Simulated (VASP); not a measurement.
A run of VASP 6.6.1 is set up as follows.

File INCAR:

```
ALGO = Normal
EDIFF = 1E-6
ENCUT = 520
GGA = PS
ISIF = 2
ISMEAR = -1
ISPIN = 2
LASPH = T
LCHARG = F
LMAXMIX = 4
LORBIT = 11
LREAL = F
LWAVE = F
MAGMOM = 4 4 4 0
NBANDS = 33
NELM = 150
PREC = Accurate
SIGMA = 0.05
```

File KPOINTS:

```
k-points
0
Gamma
  8 8 8
```

Contents of POSCAR:

```
Mn3Al
1.0
    0.0000000000      2.9140819956      2.9140819956
    2.9140819956      0.0000000000      2.9140819956
    2.9140819956      2.9140819956      0.0000000000
Mn Al
3 1
Direct
    0.0000000000      0.0000000000      0.0000000000
    0.2500000000      0.2500000000      0.2500000000
    0.7500000000      0.7500000000      0.7500000000
    0.5000000000      0.5000000000      0.5000000000
```

Potentials or basis: VASP PAW PBE potentials, release 64 (Mn_pv, Al).

The run is started by

```sh
$ cat potpaw_PBE.64/Mn_pv/POTCAR potpaw_PBE.64/Al/POTCAR > POTCAR
$ mpirun -np 1 vasp_std > vasp.out
```

Question: Predict the site moments.

Answer: Mn +1.08, +1.17 (each value once); Al -0.03 μB.

Question: What does it give for the net moment?

Answer: 3.42 μB per cell.

Caveat: the cell stands under tension.
